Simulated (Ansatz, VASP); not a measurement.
This is a calculation of HgTe for Ansatz 0.2.0.

The input input.yaml:

```yaml
crystal:
  lattice:
    - [0.0, 3.2145, 3.2145]
    - [3.2145, 0.0, 3.2145]
    - [3.2145, 3.2145, 0.0]
  atoms:
    - { symbol: Hg, position: [0.0, 0.0, 0.0] }
    - { symbol: Te, position: [0.75, 0.75, 0.75] }
hamiltonian:
  xc: { exchange: b88, correlation: pbe }
  pseudopotentials: { kind: paw }
kpoints:
  mp_grid: { grid: [7, 7, 7] }
scf:
  occupations: { method: fermi_dirac, width: 0.05 }
output:
  forces: true
  stress: true
  eigenvalues: true
```

Potentials or basis: Ansatz PAW.

Launch:

```console
$ ansatz run input.yaml --threads 2 --pin off --max-ram 5120MiB --backend cpu --events-out ev --progress --plain --runs-dir out
```

**Question.** Translate it to VASP 6.6.1. Potentials there: VASP PAW PBE potentials, release 64 (Hg, Te).

**Answer.** As run (the cutoff follows the program's own potentials):

File INCAR:

```
SYSTEM = HgTe
ALGO = Normal
EDIFF = 1E-6
ENCUT = 500
GGA = LIBXC
GGA_COMPAT = .False.
ISIF = 2
ISMEAR = -1
LASPH = .True.
LCHARG = .False.
LIBXC1 = GGA_X_B88
LIBXC2 = GGA_C_PBE
LREAL = .False.
LWAVE = .False.
NBANDS = 16
NELM = 120
PREC = Accurate
SIGMA = 0.05
```

Contents of KPOINTS:

```
k-points
0
Gamma
  7 7 7
  0 0 0
```

Contents of POSCAR:

```
HgTe
1.0
    0.0000000000      3.2145000000      3.2145000000
    3.2145000000      0.0000000000      3.2145000000
    3.2145000000      3.2145000000      0.0000000000
Hg Te
1 1
Direct
    0.0000000000      0.0000000000      0.0000000000
    0.7500000000      0.7500000000      0.7500000000
```

Potentials or basis: VASP PAW PBE potentials, release 64 (Hg, Te).

Launch:

```sh
$ cat potpaw_PBE.64/Hg/POTCAR potpaw_PBE.64/Te/POTCAR > POTCAR
$ mpirun -np 1 vasp_std > vasp.out
```

Both were run:

|  | VASP | Ansatz | Ansatz less VASP |
| --- | --- | --- | --- |
| gap on the k mesh at the Fermi level (eV) | none | none | - |
| pressure (GPa) | 4.5 | 4.4 | -0.08 |

VASP's potentials were made for PBE, not for b88 exchange, pbe correlation. A gap of «none» marks a metal or a gap that the smearing closes. VASP's potentials hold 18 valence electrons a cell and Ansatz's 36, so a difference there can come from the potentials and not from the codes.

Neither program's run includes spin-orbit coupling.
